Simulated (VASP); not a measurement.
A run of VASP 6.6.1:

Contents of INCAR:

```
SYSTEM = O
PREC = Accurate
ENCUT = 520
EDIFF = 1E-8
ISMEAR = -1
SIGMA = 0.01
LREAL = .False.
LASPH = .True.
NELM = 100
ALGO = Normal
ISIF = 2
LWAVE = .False.
LCHARG = .False.
GGA = PE
LEFG = .True.
NBANDS = 13
```

The input KPOINTS:

```
Automatic mesh
0
Gamma
  12 12 12
  0 0 0
```

File POSCAR:

```
O
1.0
    0.0000000000      2.1075500000      3.3448500000
    1.4783500000      0.0000000000      3.3448500000
    1.4783500000      2.1075500000      0.0000000000
O
2
Direct
    0.0871000000      0.0871000000      0.9129000000
    0.9129000000      0.9129000000      0.0871000000
```

Potentials or basis: VASP PAW PBE potentials, release 64 (O).

Launch:

```console
$ cat potpaw_PBE.64/O/POTCAR > POTCAR
$ mpirun -np 1 vasp_std > vasp.out
```

Hardware: 1 thread of Intel(R) Xeon(R) Platinum 8488C (Sapphire Rapids), with other jobs on the host.

Q: Estimate the wall time of this run.

A: Run time: 53 s on 1 thread of Intel(R) Xeon(R) Platinum 8488C (Sapphire Rapids), on a shared host, peak memory 0.18 GiB. Counts: scf iterations 15, k points 280.
